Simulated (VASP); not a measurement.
Set up this calculation in VASP 6.6.1, as the native input.

```yaml
Task: single point
Functional: PBE
Potentials_or_basis: VASP PAW PBE potentials, release 64 (Hf_pv, O)
Cutoff: 520 eV
k_mesh: 6 × 6 × 6
Occupations: gaussian, width 0.1 eV
Spin: no spin polarisation
Dipole_correction: no
Further_INCAR_settings: ALGO = Normal; EDIFF = 1e-06; NBANDS = 31
```

The structure of HfO2 lies in POSCAR:

```
HfO2
1.0
   -2.2519979400      2.2519979400      6.3117381000
    2.2519979400     -2.2519979400      6.3117381000
    2.2519979400      2.2519979400     -6.3117381000
Hf O
2 4
Direct
    0.0000000000      0.0000000000      0.0000000000
    0.7500000000      0.2500000000      0.5000000000
    0.8026239900      0.8026239900      0.0000000000
    0.9473760100      0.4473760100      0.5000000000
    0.5526239900      0.0526239900      0.5000000000
    0.1973760100      0.1973760100      0.0000000000
```

The cell was built from a structure type or drawn by symmetry, and may not be a known phase.

The input as run:

INCAR

```
SYSTEM = HfO2
  PREC = Accurate
  ENCUT = 520
  EDIFF = 1E-6
  ISMEAR = 0
  SIGMA = 0.1
  LREAL = .False.
  LASPH = .True.
  NELM = 100
  ALGO = Normal
  ISIF = 2
  LWAVE = .False.
  LCHARG = .True.
  GGA = PE
  LELF = .True.
  LVHAR = .True.
  NBANDS = 31
```

KPOINTS

```
Automatic mesh
0
Gamma
  6 6 6
  0 0 0
```

Potentials or basis: VASP PAW PBE potentials, release 64 (Hf_pv, O).

Run with:

```console
$ cat potpaw_PBE.64/Hf_pv/POTCAR potpaw_PBE.64/O/POTCAR > POTCAR
$ mpirun -np 1 vasp_std > vasp.out
```

Results of the run:

The pressure is -32.8 GPa, the largest force is 0.507 eV/Å and the band gap on the k mesh is 3.05 eV (least direct gap 3.15 eV).

Caveat: the cell stands under tension; spin-orbit coupling is left out, which moves the levels of the heavy elements.

It took 4.6 min on 1 thread of Intel(R) Xeon(R) Platinum 8259CL CPU @ 2.50GHz (Skylake/Cascade Lake), with other jobs on the host, peak memory 0.43 GiB.
